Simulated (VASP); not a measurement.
A run of VASP 6.6.1:

Contents of INCAR:

```
SYSTEM = TaN
PREC     = Accurate       ! precision mode
ENCUT    = 600            ! plane-wave cutoff, eV
EDIFF    = 1E-6           ! SCF threshold, eV
ISMEAR   = 0              ! smearing method
SIGMA    = 0.1            ! smearing width, eV
LREAL    = .FALSE.        ! projectors in reciprocal space
LASPH    = .TRUE.         ! aspherical terms in the spheres
NELM     = 120            ! most SCF steps
ALGO     = Normal         ! electronic algorithm
ISIF     = 2              ! what is computed and relaxed
LWAVE    = .FALSE.        ! write WAVECAR
LCHARG   = .FALSE.        ! write CHGCAR
GGA      = PE             ! functional
NBANDS   = 42             ! bands
GGA_COMPAT= .FALSE.
```

File KPOINTS:

```
regular mesh
0
G
  12 6 6
  0 0 0
```

Contents of POSCAR:

```
TaN
1.0
   -2.9150411438      0.0000000000      0.0000000000
    0.0000000000     -5.0562209419      0.0000000000
    0.0000000000      0.0000000000      5.9150615462
Ta N
4 4
Direct
    0.5000000000      0.5000000000      0.0000000000
    0.0000000000      1.0000000000      0.0000000000
    0.5000000000      0.5000000000      0.5000000000
    0.0000000000      1.0000000000      0.5000000000
    0.5000000000      0.1666502912      0.2500000000
    0.0000000000      0.6666502912      0.2500000000
    1.0000000000      0.3333497088      0.7500000000
    0.5000000000      0.8333497088      0.7500000000
```

Potentials or basis: VASP PAW PBE potentials, release 64 (Ta_pv, N).

The run is started by

```console
$ cat potpaw_PBE.64/Ta_pv/POTCAR potpaw_PBE.64/N/POTCAR > POTCAR
$ mpirun -np 1 vasp_std > vasp.out
```

Hardware: 1 thread of Intel Xeon 6975P-C, on a shared host.

Task: Estimate the wall time of this run.

Result: Wall time 5.3 min on 1 thread of Intel Xeon 6975P-C, on a shared host, peak memory 0.48 GiB. Counts: scf iterations 14, k points 112.
